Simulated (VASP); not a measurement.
# Ti (Fm-3m) in VASP: notebook

Runs on Ti. Level: PBEsol. Tasks: single point, relaxation of cell and atoms.

All numbers are computed with VASP 6.6.1; they aren't measurements. Logs are shortened: lines on timing, memory, paths and dates and some standing lists are left out, and cuts for length are marked.

## Step 1: The cell of the first run

The structure is cubic, space group Fm-3m (No. 225). Conventional cell: a = 3.928 Å, b = 3.928 Å, c = 3.928 Å, α = 90.00°, β = 90.00°, γ = 90.00°. Ti (site symmetry m-3m) has 12 Ti at 2.78 Å within 3.7 Å.

## Step 2: Single point, PBEsol

Contents of INCAR:

```
PREC     = Accurate       # precision mode
ENCUT    = 520            # plane-wave cutoff, eV
EDIFF    = 1E-6           # SCF threshold, eV
ISMEAR   = -1             # smearing method
SIGMA    = 0.05           # smearing width, eV
LREAL    = F              # projectors in reciprocal space
LASPH    = T              # aspherical terms in the spheres
NELM     = 100            # most SCF steps
ALGO     = Normal         # electronic algorithm
ISIF     = 2              # what is computed and relaxed
LWAVE    = F              # write WAVECAR
LCHARG   = F              # write CHGCAR
GGA      = PS             # functional
NBANDS   = 12             # bands
```

Contents of KPOINTS:

```
regular mesh
0
Gamma
  17 17 17
```

Contents of POSCAR:

```
Ti
1.0
    0.0000000000      1.9638478234      1.9638478234
    1.9638478234      0.0000000000      1.9638478234
    1.9638478234      1.9638478234      0.0000000000
Ti
1
Direct
    0.0000000000      0.0000000000      0.0000000000
```

Potentials or basis: VASP PAW PBE potentials, release 64 (Ti_sv).

Started as:

```bash
$ cat potpaw_PBE.64/Ti_sv/POTCAR > POTCAR
$ mpirun -np 1 vasp_std > vasp.out
```

OUTCAR:

```text
PREC = Accurate
   ENCUT = 520
   EDIFF = 1E-6
   ISMEAR = -1
   LREAL = F
   LASPH = T
   NELM = 100
   ISIF = 2
   GGA = PS

 ion  position               nearest neighbor table
   1  0.000  0.000  0.000-

  LATTYP: Found a face centered cubic cell.
 ALAT       =     3.9276956468

  Lattice vectors:

 A1 = (   0.0000000000,   1.9638478234,   1.9638478234)
 A2 = (   1.9638478234,   0.0000000000,   1.9638478234)
 A3 = (   1.9638478234,   1.9638478234,   0.0000000000)

Analysis of symmetry for initial positions (statically):
=====================================================================
 Subroutine PRICEL returns:
 Original cell was already a primitive cell.

 Routine SETGRP: Setting up the symmetry group for a
 face centered cubic supercell.

 Subroutine GETGRP returns: Found 48 space group operations
 (whereof 48 operations were pure point group operations)
 out of a pool of 48 trial point group operations.

The static configuration has the point symmetry O_h .

Analysis of symmetry for dynamics (positions and initial velocities):
=====================================================================
 Subroutine PRICEL returns:
 Original cell was already a primitive cell.

 Routine SETGRP: Setting up the symmetry group for a
 face centered cubic supercell.

 Subroutine GETGRP returns: Found 48 space group operations
 (whereof 48 operations were pure point group operations)
 out of a pool of 48 trial point group operations.

The dynamic configuration has the point symmetry O_h .

 Subroutine INISYM returns: Found 48 space group operations
 (whereof 48 operations are pure point group operations),
 and found     1 'primitive' translations

----------------------------------------------------------------------------------------

                                     Primitive cell

  volume of cell :      15.1479

  direct lattice vectors                    reciprocal lattice vectors
     0.000000000  1.963847823  1.963847823    -0.254602212  0.254602212  0.254602212
     1.963847823  0.000000000  1.963847823     0.254602212 -0.254602212  0.254602212
     1.963847823  1.963847823  0.000000000     0.254602212  0.254602212 -0.254602212

  length of vectors
     2.777300226  2.777300226  2.777300226     0.440983967  0.440983967  0.440983967

  position of ions in fractional coordinates (direct lattice)
     0.000000000  0.000000000  0.000000000

  ion indices of the primitive-cell ions
   primitive index   ion index
                 1           1

----------------------------------------------------------------------------------------

 KPOINTS: regular mesh

Automatic generation of k-mesh.
 Grid dimensions read from file:
 generate k-points for:   17   17   17

 Generating k-lattice:

  Cartesian coordinates                     Fractional coordinates (reciprocal lattice)
    -0.014976601  0.014976601  0.014976601     0.058823529  0.000000000  0.000000000
     0.014976601 -0.014976601  0.014976601     0.000000000  0.058823529  0.000000000
     0.014976601  0.014976601 -0.014976601     0.000000000  0.000000000  0.058823529

  Length of vectors
     0.025940233  0.025940233  0.025940233

  Shift w.r.t. Gamma in fractional coordinates (k-lattice)
     0.000000000  0.000000000  0.000000000

 Subroutine IBZKPT returns following result:
 ===========================================

 Found    165 irreducible k-points:

 Following reciprocal coordinates:
            Coordinates               Weight
  0.000000  0.000000  0.000000      1.000000
  0.058824  0.000000  0.000000      8.000000
  0.117647  0.000000  0.000000      8.000000
  0.176471  0.000000  0.000000      8.000000
  0.235294  0.000000  0.000000      8.000000
  0.294118  0.000000  0.000000      8.000000
[... 16 lines left out ...]
 -0.176471  0.058824  0.000000     24.000000
 -0.117647  0.058824  0.000000     24.000000
 [... further k-points ...]
   k-points           NKPTS =    165   k-points in BZ     NKDIM =    165   number of bands    NBANDS=     12
   number of dos      NEDOS =    301   number of ions     NIONS =      1
   total plane-waves  NPLWV =  13824
   dimension x,y,z NGX =    24 NGY =   24 NGZ =   24
   dimension x,y,z NGXF=    48 NGYF=   48 NGZF=   48
   ions per type =               1
   NGX,Y,Z   is equivalent  to a cutoff of  14.37, 14.37, 14.37 a.u.
   NGXF,Y,Z  is equivalent  to a cutoff of  28.73, 28.73, 28.73 a.u.
 SYSTEM =  unknown system
   PREC   = accura    normal or accurate (medium, high low for compatibility)
   ISTART =      0    job   : 0-new  1-cont  2-samecut
   ICHARG =      2    charge: 1-file 2-atom 10-const
   ISPIN  =      1    spin polarized calculation?
   LNONCOLLINEAR =      F non collinear calculations
   LSORBIT =      F    spin-orbit coupling
   LASPH  =      T    aspherical Exc in radial PAW
   ENCUT  =  520.0 eV  38.22 Ry    6.18 a.u.   5.16  5.16  5.16*2*pi/ulx,y,z
   NELM   =    100;   NELMIN=  2; NELMDL= -5     # of ELM steps
   EDIFF  = 0.1E-05   stopping-criterion for ELM
   LREAL  =      F    real-space projection
   EDIFFG = 0.1E-04   stopping-criterion for IOM
   NSW    =      0    number of steps for IOM
   IBRION =     -1    ionic relax: 0-MD 1-quasi-New 2-CG
   NFREE  =      0    steps in history (QN), initial steepest desc. (CG)
   ISIF   =      2    stress and relaxation
   ISYM   =      2    0-nonsym 1-usesym 2-fastsym
   POTIM  = 0.5000    time-step for ionic-motion
   TEBEG  =    0.0;   TEEND  =   0.0 temperature during run
   PSTRESS=    0.0 pullay stress
   NELECT =      12.0000    total number of electrons
   NUPDOWN=      -1.0000    fix difference up-down
   EMIN   =  10.00;   EMAX   =-10.00  energy-range for DOS
   EFERMI =   0.00;   METHOD = LEGACY
   ISMEAR =    -1;   SIGMA  =   0.05  broadening in eV -4-tet -1-fermi 0-gaus
   EFERMI_NEDOS =   21; number of points for ismear=-14 and -15
   IALGO  =     38    algorithm
   IMIX   =      4    mixing-type and parameters
     AMIX     =   0.40;   BMIX     =  1.00
     AMIX_MAG =   1.60;   BMIX_MAG =  1.00
  volume/ion in A,a.u.               =      15.15       102.22
  Fermi-wavevector in a.u.,A,eV,Ry     =   1.514784  2.862527 31.219534  2.294571
  Thomas-Fermi vector in A             =   2.624395
   LORBIT       =      0    0 simple, 1 ext, 2 COOP (PROOUT), +10 PAW based schemes
   GGA     = PS    functional components
   LHFCALC =     F    Hartree Fock is set to
   AEXX    =    0.0000 exact exchange contribution
   IVDW    =     0    specifies the selected vdW correction
   LEPSILON=     F    determine dielectric tensor
   LRPA    =     F    only Hartree local field effects (RPA)
 non-spin polarized calculation
  energy-cutoff  :      520.00
  volume of cell :       15.15
 maximum number of plane-waves:       420
 NGX is ok and might be reduce to    24
   NGX = 11   NGY = 11   NGZ = 11

 number of electron      12.0000001 magnetization

 Free energy of the ion-electron system (eV)
  ---------------------------------------------------
  ext. energy  EPLUGINS =         0.00000000
  ---------------------------------------------------
  free energy    TOTEN  =        -8.23515535 eV

  energy without entropy =       -8.22346259  energy(sigma->0) =       -8.22930897

 E-fermi :   9.6344     XC(G=0): -12.3052

 val. band max:        9.6315765830   @ k =  -0.3529   0.1176   0.0000
 cond. band min:       9.6425881420   @ k =  -0.2941   0.3529   0.0588
 fundamental gap:      0.0110115591
 Fermi energy:         9.6344291885

 k-point     1 :       0.0000    0.0000    0.0000
  band No.  band energies     occupation
      1     -46.6439      2.00000
      2     -22.3965      2.00000
      3     -22.3965      2.00000
      4     -22.3965      2.00000
      5       3.2287      2.00000
      6      10.5709      0.00000
      7      10.5709      0.00000
      8      10.5709      0.00000
      9      12.5296      0.00000
     10      12.5296      0.00000
     11      25.6494      0.00000
     12      30.7722      0.00000

 k-point     2 :       0.0588    0.0000    0.0000
  band No.  band energies     occupation
      1     -46.6368      2.00000
      2     -22.4337      2.00000
      3     -22.4009      2.00000
      4     -22.4009      2.00000
      5       3.3572      2.00000
      6      10.4866      0.00000
      7      10.6198      0.00000
      8      10.6198      0.00000
      9      12.4956      0.00000
     10      12.4956      0.00000
     11      25.7916      0.00000
     12      29.8350      0.00000

 k-point     3 :       0.1176    0.0000    0.0000
  band No.  band energies     occupation
      1     -46.6163      2.00000
      2     -22.5396      2.00000
      3     -22.4137      2.00000
      4     -22.4137      2.00000
      5       3.7304      2.00000
      6      10.2619      0.00001
      7      10.7442      0.00000
      8      10.7442      0.00000
      9      12.4225      0.00000
     10      12.4225      0.00000
     11      26.1113      0.00000
     12      28.1739      0.00000
[... 286 lines left out ...]
 k-point    23 :      -0.1765    0.0588    0.0000
  band No.  band energies     occupation
      1     -46.5677      2.00000
      2     -22.7673      2.00000
      3     -22.4749      2.00000
      4     -22.4299      2.00000
      5       4.6384      2.00000
      6       9.8075      0.06088
      7      10.8805      0.00000
      8      10.9693      0.00000
      9      12.1437      0.00000
     10      12.6953      0.00000
     11      25.5672      0.00000
     12      26.8130      0.00000

 k-point    24 :      -0.1176    0.0588    0.0000
  band No.  band energies     occupation
      1     -46.6011      2.00000
      2     -22.6033      2.00000
      3     -22.4475      2.00000
      4     -22.4122      2.00000
      5       4.0102      2.00000
      6      10.0906      0.00022
      7      10.8309      0.00000
      8      10.8410      0.00000
      9      12.1993      0.00000
     10      12.5692      0.00000
     11      26.2788      0.00000
     12      27.5271      0.00000

 [... further k-points ...]
[... 5 lines left out ...]
  --------------------------------------------------------------------------------------
  -------------------------------------------------------------------------------------
  Total        1.1854203      1.1854203      1.1854203     -0.0000000     -0.0000000      0.0000000
  in kB      125.3803383    125.3803383    125.3803383     -0.0000000     -0.0000000      0.0000000
  external PRESSURE =     125.3803383 kB  Pullay stress =       0.0000000 kB

 VOLUME and BASIS-vectors are now :
 -----------------------------------------------------------------------------
  energy-cutoff  :      520.00
  volume of cell :       15.15
      direct lattice vectors                 reciprocal lattice vectors
     0.000000000  1.963847823  1.963847823    -0.254602212  0.254602212  0.254602212
     1.963847823  0.000000000  1.963847823     0.254602212 -0.254602212  0.254602212
     1.963847823  1.963847823  0.000000000     0.254602212  0.254602212 -0.254602212

 POSITION                                       TOTAL-FORCE (eV/Angst)
 -----------------------------------------------------------------------------------
      0.00000      0.00000      0.00000         0.000000     -0.000000     -0.000000
 -----------------------------------------------------------------------------------
    total drift:                               -0.000000     -0.000000     -0.000000

  FREE ENERGIE OF THE ION-ELECTRON SYSTEM (eV)
  ---------------------------------------------------
  free  energy   TOTEN  =        -8.2351553508 eV

  energy  without entropy=       -8.2234625941  energy(sigma->0) =       -8.22930897
```

Wall time 18 s (1 thread of AMD EPYC 9R45 (Zen 5), shared host); peak memory 0.13 GiB.

Results:

```yaml
Free_energy: -8.2352 eV
Pressure: 12.5 GPa
Band_gap_on_the_k_mesh: zero (band 6 reaches 10.57 eV, above the bottom of band 7 at 9.10 eV)
```

Levels at points of the mesh, in eV from the Fermi level:
```csv
k point,band 4,band 5,band 6,band 7,band 8,band 9
"(0.00, 0.00, 0.00)",-32.03,-6.41,0.94,0.94,0.94,2.90
```

Caveat: the PAW data sets were made with another functional, which shifts forces and pressure a little.

## Step 3: Single point, PBEsol

Contents of INCAR:

```
SYSTEM = Ti
PREC     = Accurate       ! precision mode
ENCUT    = 520            ! plane-wave cutoff, eV
EDIFF    = 1E-6           ! SCF threshold, eV
ISMEAR   = -1             ! smearing method
SIGMA    = 0.05           ! smearing width, eV
LREAL    = .False.        ! projectors in reciprocal space
LASPH    = .True.         ! aspherical terms in the spheres
NELM     = 60             ! most SCF steps
ALGO     = Normal         ! electronic algorithm
ISIF     = 2              ! what is computed and relaxed
LWAVE    = .False.        ! write WAVECAR
LCHARG   = .True.         ! write CHGCAR
GGA      = PS             ! functional
LELF     = .True.         ! ELF
LVHAR    = .True.       
NBANDS   = 12             ! bands
```

Contents of KPOINTS:

```
regular mesh
0
Gamma
  17 17 17
  0 0 0
```

POSCAR is that of step 2.

Potentials or basis: VASP PAW PBE potentials, release 64 (Ti_sv).

Started as:

```bash
$ cat potpaw_PBE.64/Ti_sv/POTCAR > POTCAR
$ mpirun -np 1 vasp_std > vasp.out
```

It took 19 s on 1 thread of AMD EPYC 9R45 (Zen 5), shared host; peak memory 0.13 GiB.

It converged, with:

```yaml
Free_energy: -8.2352 eV
Pressure: 12.5 GPa
Band_gap_on_the_k_mesh: zero (band 6 reaches 10.57 eV, above the bottom of band 7 at 9.10 eV)
```

Levels at points of the mesh, in eV from the Fermi level:
```tsv
k point	band 3	band 4	band 5	band 6	band 7	band 8	band 9	band 10
(0.00, 0.00, 0.00)	-32.03	-32.03	-6.41	0.94	0.94	0.94	2.90	2.90
```

Caveat: the PAW data sets were made with another functional, which shifts forces and pressure a little.

## Step 4: Relaxation of cell and atoms, PBEsol, target pressure 13 GPa, at which the enthalpy is minimised

This run uses another cell than the first one, of 15.12 Å³/atom, 0.998 times its volume.

Contents of INCAR:

```
ALGO = Normal
EDIFF = 1E-7
EDIFFG = -0.005
ENCUT = 600
GGA = PS
IBRION = 2
ISIF = 3
ISMEAR = -1
LASPH = True
LCHARG = False
LREAL = False
LWAVE = False
NELM = 60
NSW = 60
PREC = Accurate
PSTRESS = 130.0
SIGMA = 0.05
```

Contents of KPOINTS:

```
k-points
0
Gamma
  17 17 17
```

Contents of POSCAR:

```
Ti
1.0
    0.0000000000      1.9624807823      1.9624807823
    1.9624807823      0.0000000000      1.9624807823
    1.9624807823      1.9624807823      0.0000000000
Ti
1
Direct
    0.0000000000      0.0000000000      0.0000000000
```

Started as:

```bash
$ cat potpaw_PBE.64/Ti_sv/POTCAR > POTCAR
$ mpirun -np 1 vasp_std > vasp.out
```

Run time: 38 s. Hardware: 1 thread of AMD EPYC 9R45 (Zen 5), shared host; peak memory 0.14 GiB.

It converged, with:

```yaml
Free_energy: -8.2310 eV
Relaxed_volume: 15.10 Å³/atom
Relaxed_cell: a = 2.774 Å, b = 2.774 Å, c = 2.774 Å, α = 60.00°, β = 60.00°, γ = 60.00°
Space_group_after_relaxing_to_0.05_Å: Fm-3m (No. 225)
Energy_change_on_relaxing_the_enthalpy_is_what_falls: +1.4 meV/atom
Ionic_steps: 3
Pressure_after_relaxing: 13.0 GPa
Band_gap_on_the_k_mesh: zero (band 6 reaches 10.61 eV, above the bottom of band 7 at 9.14 eV)
```

Step by step:
```csv
step,energy change (eV),largest force (eV/Å),pressure (GPa),volume (Å³)
1,0.0000,0.0000,12.86,15.12
2,0.0024,0.0000,13.13,15.09
3,0.0014,0.0000,13.04,15.10
```

Final structure:
```cif
data_structure
_symmetry_space_group_name_H-M 'P 1'
_symmetry_Int_Tables_number 1
_cell_length_a 2.7743
_cell_length_b 2.7743
_cell_length_c 2.7743
_cell_angle_alpha 60.000
_cell_angle_beta 60.000
_cell_angle_gamma 60.000
_cell_volume 15.10
loop_
_atom_site_label
_atom_site_type_symbol
_atom_site_fract_x
_atom_site_fract_y
_atom_site_fract_z
_atom_site_occupancy
Ti1 Ti 0.00000 0.00000 0.00000 1
```

Levels at points of the mesh, in eV from the Fermi level:
```tsv
k point	band 3	band 4	band 5	band 6	band 7	band 8	band 9	band 10
(0.00, 0.00, 0.00)	-32.02	-32.02	-6.41	0.94	0.94	0.94	2.90	2.90
```

Caveat: the cell is relaxed towards a set pressure, so the enthalpy falls and the energy may rise; the PAW data sets were made with another functional, which shifts forces and pressure a little.

(Part 1 of 2 ends here.)
